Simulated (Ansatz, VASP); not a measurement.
## One calculation of TaN, two programs

```
CELL_PARAMETERS angstrom
5.25323 0.00000 0.00000
-2.62662 4.54943 0.00000
0.00000 0.00000 2.94627
ATOMIC_POSITIONS crystal
Ta 0.00000 0.00000 0.00000
Ta 0.33333 0.66667 0.50000
Ta 0.66667 0.33333 0.50000
N 0.50000 0.00000 0.00000
N 0.50000 0.50000 0.00000
N 0.00000 0.50000 0.00000
```

Change from the starting cell: volume scaled by 1.04.

Alike in both runs: task single point; functional LDA; k mesh 5 × 5 × 8; occupations fermi-dirac, width 0.03 eV; no spin polarisation.

|  | VASP | Ansatz |
| --- | --- | --- |
| version | VASP 6.6.1 | Ansatz 0.2.0 |
| potentials or method | VASP PAW LDA potentials, release 64 (Ta_pv, N), cutoff 520 eV | all-electron LAPW, scalar-relativistic |

|  | VASP | Ansatz | Ansatz less VASP |
| --- | --- | --- | --- |
| pressure (GPa) | -14.7 | -16.1 | -1.39 |
| traceless stress, the component that is largest in VASP (GPa) | -4.14 | -4.49 | -0.357 |

LDA's correlation is that of Perdew and Zunger in VASP and of Perdew and Wang (1992) in Ansatz. Ansatz ran all-electron here, and VASP with PAW potentials.

Spin-orbit coupling is off throughout.
